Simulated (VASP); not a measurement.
# Hf (Im-3m) in VASP: further runs

Hf is run at these levels: r2SCAN; tasks: single point.

All numbers are computed with VASP 6.6.1; they aren't measurements. Logs are shortened: lines on timing, memory, paths and dates and some standing lists are left out, and cuts for length are marked.

## 1. The cell of the first run

The structure is cubic, space group Im-3m (No. 229). Conventional cell: a = 3.542 Å, b = 3.542 Å, c = 3.542 Å, α = 90.00°, β = 90.00°, γ = 90.00°. Hf (site symmetry m-3m) has 14 Hf at 3.07 to 3.54 Å within 4.0 Å.

## 2. Single point, r2SCAN

Contents of POSCAR:

```
Hf
1.0
   -1.7710034344      1.7710034344      1.7710034344
    1.7710034344     -1.7710034344      1.7710034344
    1.7710034344      1.7710034344     -1.7710034344
Hf
1
Direct
    0.0000000000      0.0000000000      0.0000000000
```

Contents of INCAR.step1:

```
SYSTEM = Hf
PREC = Accurate
ENCUT = 520
ISMEAR = -1
SIGMA = 0.1
LREAL = .False.
LASPH = .True.
NELM = 80
NBANDS = 11
GGA = PE
ALGO = Normal
EDIFF = 1E-4
LWAVE = .True.
LCHARG = .False.
```

Contents of INCAR.step2:

```
SYSTEM = Hf
PREC = Accurate
ENCUT = 520
EDIFF = 1E-6
ISMEAR = -1
SIGMA = 0.1
LREAL = .False.
LASPH = .True.
NELM = 80
ALGO = Normal
ISIF = 2
LWAVE = .False.
LCHARG = .True.
METAGGA = R2SCAN
LMIXTAU = .True.
LELF = .True.
LVHAR = .True.
NBANDS = 11
ISTART = 1
```

Contents of KPOINTS:

```
Automatic mesh
0
Gamma
  12 12 12
  0 0 0
```

Potentials or basis: VASP PAW PBE potentials, release 64 (Hf_pv).

Launch:

```bash
$ cat potpaw_PBE.64/Hf_pv/POTCAR > POTCAR
$ cp INCAR.step1 INCAR
$ mpirun -np 1 vasp_std > vasp.out
$ cp INCAR.step2 INCAR
$ mpirun -np 1 vasp_std > vasp.out
```

OUTCAR:

```text
SYSTEM = Hf
   PREC = Accurate
   ENCUT = 520
   EDIFF = 1E-6
   ISMEAR = -1
   LREAL = .False.
   LASPH = .True.
   NELM = 80
   ISIF = 2
   METAGGA = R2SCAN
   ISTART = 1

 ion  position               nearest neighbor table
   1  0.000  0.000  0.000-

  LATTYP: Found a body centered cubic cell.
 ALAT       =     3.5420068688

  Lattice vectors:

 A1 = (  -1.7710034344,   1.7710034344,   1.7710034344)
 A2 = (   1.7710034344,  -1.7710034344,   1.7710034344)
 A3 = (   1.7710034344,   1.7710034344,  -1.7710034344)

Analysis of symmetry for initial positions (statically):
=====================================================================
 Subroutine PRICEL returns:
 Original cell was already a primitive cell.

 Routine SETGRP: Setting up the symmetry group for a
 body centered cubic supercell.

 Subroutine GETGRP returns: Found 48 space group operations
 (whereof 48 operations were pure point group operations)
 out of a pool of 48 trial point group operations.

The static configuration has the point symmetry O_h .

Analysis of symmetry for dynamics (positions and initial velocities):
=====================================================================
 Subroutine PRICEL returns:
 Original cell was already a primitive cell.

 Routine SETGRP: Setting up the symmetry group for a
 body centered cubic supercell.

 Subroutine GETGRP returns: Found 48 space group operations
 (whereof 48 operations were pure point group operations)
 out of a pool of 48 trial point group operations.

The dynamic configuration has the point symmetry O_h .

 Subroutine INISYM returns: Found 48 space group operations
 (whereof 48 operations are pure point group operations),
 and found     1 'primitive' translations

----------------------------------------------------------------------------------------

                                     Primitive cell

  volume of cell :      22.2187

  direct lattice vectors                    reciprocal lattice vectors
    -1.771003434  1.771003434  1.771003434     0.000000000  0.282325822  0.282325822
     1.771003434 -1.771003434  1.771003434     0.282325822  0.000000000  0.282325822
     1.771003434  1.771003434 -1.771003434     0.282325822  0.282325822  0.000000000

  length of vectors
     3.067467929  3.067467929  3.067467929     0.399269006  0.399269006  0.399269006

  position of ions in fractional coordinates (direct lattice)
     0.000000000  0.000000000  0.000000000

  ion indices of the primitive-cell ions
   primitive index   ion index
                 1           1

----------------------------------------------------------------------------------------

 KPOINTS: Automatic mesh

Automatic generation of k-mesh.
 Grid dimensions read from file:
 generate k-points for:   12   12   12

 Generating k-lattice:

  Cartesian coordinates                     Fractional coordinates (reciprocal lattice)
     0.000000000  0.023527152  0.023527152     0.083333333  0.000000000  0.000000000
     0.023527152  0.000000000  0.023527152     0.000000000  0.083333333  0.000000000
     0.023527152  0.023527152  0.000000000     0.000000000  0.000000000  0.083333333

  Length of vectors
     0.033272417  0.033272417  0.033272417

  Shift w.r.t. Gamma in fractional coordinates (k-lattice)
     0.000000000  0.000000000  0.000000000

 Subroutine IBZKPT returns following result:
 ===========================================

 Found     72 irreducible k-points:

 Following reciprocal coordinates:
            Coordinates               Weight
  0.000000  0.000000  0.000000      1.000000
  0.083333  0.000000  0.000000     12.000000
  0.166667  0.000000  0.000000     12.000000
  0.250000  0.000000  0.000000     12.000000
  0.333333  0.000000  0.000000     12.000000
  0.416667  0.000000  0.000000     12.000000
[... 16 lines left out ...]
  0.333333  0.083333  0.083333     24.000000
  0.416667  0.083333  0.083333     12.000000
 [... further k-points ...]
   k-points           NKPTS =     72   k-points in BZ     NKDIM =     72   number of bands    NBANDS=     11
   number of dos      NEDOS =    301   number of ions     NIONS =      1
   total plane-waves  NPLWV =  13824
   dimension x,y,z NGX =    24 NGY =   24 NGZ =   24
   dimension x,y,z NGXF=    48 NGYF=   48 NGZF=   48
   ions per type =               1
   NGX,Y,Z   is equivalent  to a cutoff of  13.01, 13.01, 13.01 a.u.
   NGXF,Y,Z  is equivalent  to a cutoff of  26.01, 26.01, 26.01 a.u.
 SYSTEM =  Hf
   PREC   = accura    normal or accurate (medium, high low for compatibility)
   ISTART =      1    job   : 0-new  1-cont  2-samecut
   ICHARG =      0    charge: 1-file 2-atom 10-const
   ISPIN  =      1    spin polarized calculation?
   LNONCOLLINEAR =      F non collinear calculations
   LSORBIT =      F    spin-orbit coupling
   LASPH  =      T    aspherical Exc in radial PAW
   ENCUT  =  520.0 eV  38.22 Ry    6.18 a.u.   5.70  5.70  5.70*2*pi/ulx,y,z
   NELM   =     80;   NELMIN=  2; NELMDL=  0     # of ELM steps
   EDIFF  = 0.1E-05   stopping-criterion for ELM
   LREAL  =      F    real-space projection
   EDIFFG = 0.1E-04   stopping-criterion for IOM
   NSW    =      0    number of steps for IOM
   IBRION =     -1    ionic relax: 0-MD 1-quasi-New 2-CG
   NFREE  =      0    steps in history (QN), initial steepest desc. (CG)
   ISIF   =      2    stress and relaxation
   ISYM   =      2    0-nonsym 1-usesym 2-fastsym
   POTIM  = 0.5000    time-step for ionic-motion
   TEBEG  =    0.0;   TEEND  =   0.0 temperature during run
   PSTRESS=    0.0 pullay stress
   NELECT =      10.0000    total number of electrons
   NUPDOWN=      -1.0000    fix difference up-down
   EMIN   =  10.00;   EMAX   =-10.00  energy-range for DOS
   EFERMI =   0.00;   METHOD = LEGACY
   ISMEAR =    -1;   SIGMA  =   0.10  broadening in eV -4-tet -1-fermi 0-gaus
   EFERMI_NEDOS =   21; number of points for ismear=-14 and -15
   IALGO  =     38    algorithm
   IMIX   =      4    mixing-type and parameters
     AMIX     =   0.40;   BMIX     =  1.00
     AMIX_MAG =   1.60;   BMIX_MAG =  1.00
  volume/ion in A,a.u.               =      22.22       149.94
  Fermi-wavevector in a.u.,A,eV,Ry     =   1.254591  2.370833 21.415544  1.573998
  Thomas-Fermi vector in A             =   2.388388
   LORBIT       =      0    0 simple, 1 ext, 2 COOP (PROOUT), +10 PAW based schemes
   METAGGA = R2SCAN    functional components
   LHFCALC =     F    Hartree Fock is set to
   AEXX    =    0.0000 exact exchange contribution
   IVDW    =     0    specifies the selected vdW correction
   LEPSILON=     F    determine dielectric tensor
   LRPA    =     F    only Hartree local field effects (RPA)
 non-spin polarized calculation
  energy-cutoff  :      520.00
  volume of cell :       22.22
 maximum number of plane-waves:       611
   NGX = 11   NGY = 11   NGZ = 11

 number of electron      10.0000001 magnetization

 Free energy of the ion-electron system (eV)
  ---------------------------------------------------
  ext. energy  EPLUGINS =         0.00000000
  ---------------------------------------------------
  free energy    TOTEN  =       -44.96967812 eV

  energy without entropy =      -44.90725243  energy(sigma->0) =      -44.93846527

 E-fermi :   4.5093     XC(G=0): -12.2025

 val. band max:        4.5003064117   @ k =   0.3333   0.1667   0.0833
 cond. band min:       4.5479967721   @ k =   0.3333   0.0000   0.0000
 fundamental gap:      0.0476903605
 Fermi energy:         4.5093237999

 k-point     1 :       0.0000    0.0000    0.0000
  band No.  band energies     occupation
      1     -26.4461      2.00000
      2     -26.4461      2.00000
      3     -26.4461      2.00000
      4      -2.9077      2.00000
      5       6.2800      0.00000
      6       6.2800      0.00000
      7       6.2800      0.00000
      8       9.1215      0.00000
      9       9.1215      0.00000
     10      16.6686      0.00000
     11      18.4833      0.00000

 k-point     2 :       0.0833    0.0000    0.0000
  band No.  band energies     occupation
      1     -26.5079      2.00000
      2     -26.4650      2.00000
      3     -26.4465      2.00000
      4      -2.6406      2.00000
      5       6.0865      0.00000
      6       6.1898      0.00000
      7       6.5406      0.00000
      8       8.8292      0.00000
      9       9.1174      0.00000
     10      16.6685      0.00000
     11      18.7325      0.00000

 k-point     3 :       0.1667    0.0000    0.0000
  band No.  band energies     occupation
      1     -26.6732      2.00000
      2     -26.5161      2.00000
      3     -26.4474      2.00000
      4      -1.8889      2.00000
      5       5.6077      0.00003
      6       5.7799      0.00001
      7       7.3062      0.00000
      8       8.4982      0.00000
      9       9.1432      0.00000
     10      16.6684      0.00000
     11      19.1254      0.00000

 k-point     4 :       0.2500    0.0000    0.0000
  band No.  band energies     occupation
      1     -26.8915      2.00000
      2     -26.5851      2.00000
      3     -26.4487      2.00000
      4      -0.8162      2.00000
      5       5.0415      0.00972
      6       5.1278      0.00411
      7       8.5239      0.00000
      8       8.6107      0.00000
      9       9.2709      0.00000
     10      16.6682      0.00000
     11      18.5543      0.00000
[... 239 lines left out ...]
 k-point    22 :       0.2500    0.0833    0.0833
  band No.  band energies     occupation
      1     -27.1073      2.00000
      2     -26.6591      2.00000
      3     -26.5018      2.00000
      4       0.7361      2.00000
      5       4.3009      1.77868
      6       4.3825      1.56094
      7       9.0921      0.00000
      8       9.6369      0.00000
      9      10.9565      0.00000
     10      16.6655      0.00000
     11      17.1712      0.00000

 k-point    23 :       0.3333    0.0833    0.0833
  band No.  band energies     occupation
      1     -27.2111      2.00000
      2     -26.7321      2.00000
      3     -26.5063      2.00000
      4       1.4011      2.00000
      5       4.0336      1.98296
      6       4.6568      0.37253
      7       9.2523      0.00000
      8       9.9205      0.00000
      9      12.4224      0.00000
     10      15.1098      0.00000
     11      16.5674      0.00000

 k-point    24 :       0.4167    0.0833    0.0833
  band No.  band energies     occupation
      1     -27.2477      2.00000
      2     -26.7596      2.00000
      3     -26.5079      2.00000
      4       1.5522      2.00000
      5       3.9432      1.99307
      6       5.0078      0.01358
      7       9.2368      0.00000
      8      10.0433      0.00000
      9      13.1666      0.00000
     10      14.2558      0.00000
     11      16.1389      0.00000

 [... further k-points ...]
[... 5 lines left out ...]
  --------------------------------------------------------------------------------------
  -------------------------------------------------------------------------------------
  Total       -0.0542200     -0.0542200     -0.0542200      0.0000000      0.0000000     -0.0000000
  in kB       -3.9097736     -3.9097736     -3.9097736      0.0000000      0.0000000     -0.0000000
  external PRESSURE =      -3.9097736 kB  Pullay stress =       0.0000000 kB

 VOLUME and BASIS-vectors are now :
 -----------------------------------------------------------------------------
  energy-cutoff  :      520.00
  volume of cell :       22.22
      direct lattice vectors                 reciprocal lattice vectors
    -1.771003434  1.771003434  1.771003434     0.000000000  0.282325822  0.282325822
     1.771003434 -1.771003434  1.771003434     0.282325822  0.000000000  0.282325822
     1.771003434  1.771003434 -1.771003434     0.282325822  0.282325822  0.000000000

 POSITION                                       TOTAL-FORCE (eV/Angst)
 -----------------------------------------------------------------------------------
      0.00000      0.00000      0.00000         0.000000     -0.000000     -0.000000
 -----------------------------------------------------------------------------------
    total drift:                               -0.000000      0.000000      0.000000

  FREE ENERGIE OF THE ION-ELECTRON SYSTEM (eV)
  ---------------------------------------------------
  free  energy   TOTEN  =       -44.9696781169 eV

  energy  without entropy=      -44.9072524312  energy(sigma->0) =      -44.93846527
```

It took 2.1 min on 1 thread of AMD EPYC 7R13, shared host; peak memory 0.12 GiB.

What came out:

* Free energy: -44.9697 eV
* Pressure: -0.4 GPa
* Band gap on the k mesh: zero (band 5 reaches 6.28 eV, above the bottom of band 6 at 3.79 eV)

Caveat: the PAW data sets were made with another functional, which shifts forces and pressure a little; spin-orbit coupling is left out, which moves the levels of the heavy elements.

## 3. Single point, r2SCAN (volume scaled by 0.88)

Contents of POSCAR:

```
Hf
1.0
   -1.6971242045      1.6971242045      1.6971242045
    1.6971242045     -1.6971242045      1.6971242045
    1.6971242045      1.6971242045     -1.6971242045
Hf
1
Direct
    0.0000000000      0.0000000000      0.0000000000
```

Contents of INCAR.step1:

```
  PREC = Accurate
  ENCUT = 520
  ISMEAR = -1
  SIGMA = 0.1
  LREAL = F
  LASPH = T
  NELM = 80
  NBANDS = 11
  GGA = PE
  ALGO = Normal
  EDIFF = 1E-4
  LWAVE = T
  LCHARG = F
```

Contents of INCAR.step2:

```
  PREC = Accurate
  ENCUT = 520
  EDIFF = 1E-6
  ISMEAR = -1
  SIGMA = 0.1
  LREAL = F
  LASPH = T
  NELM = 80
  ALGO = Normal
  ISIF = 2
  LWAVE = F
  LCHARG = F
  METAGGA = R2SCAN
  LMIXTAU = T
  NBANDS = 11
  ISTART = 1
```

Contents of KPOINTS:

```
regular mesh
0
Gamma
  14 14 14
```

Potentials or basis: VASP PAW PBE potentials, release 64 (Hf_pv).

Launch:

```bash
$ cat potpaw_PBE.64/Hf_pv/POTCAR > POTCAR
$ cp INCAR.step1 INCAR
$ mpirun -np 1 vasp_std > vasp.out
$ cp INCAR.step2 INCAR
$ mpirun -np 1 vasp_std > vasp.out
```

It took 3.2 min on 1 thread of AMD EPYC 7R13, shared host; peak memory 0.13 GiB.

The run converged. Its results:

* Free energy: -44.8558 eV
* Pressure: 15.5 GPa
* Band gap on the k mesh: zero (band 5 reaches 7.27 eV, above the bottom of band 6 at 4.46 eV)

Levels at points of the mesh, in eV from the Fermi level:
| k point | band 2 | band 3 | band 4 | band 5 | band 6 | band 7 | band 8 | band 9 |
| --- | --- | --- | --- | --- | --- | --- | --- | --- |
| (0.00, 0.00, 0.00) | -30.40 | -30.40 | -7.78 | 1.89 | 1.89 | 1.89 | 5.12 | 5.12 |
| (0.50, 0.00, 0.00) | -30.80 | -30.41 | -3.91 | -0.64 | 1.51 | 5.09 | 6.23 | 9.22 |
| (0.50, 0.50, 0.50) | -31.28 | -31.28 | -3.36 | -3.36 | 8.19 | 8.19 | 8.19 | 8.75 |

Caveat: the PAW data sets were made with another functional, which shifts forces and pressure a little; spin-orbit coupling is left out, which moves the levels of the heavy elements.
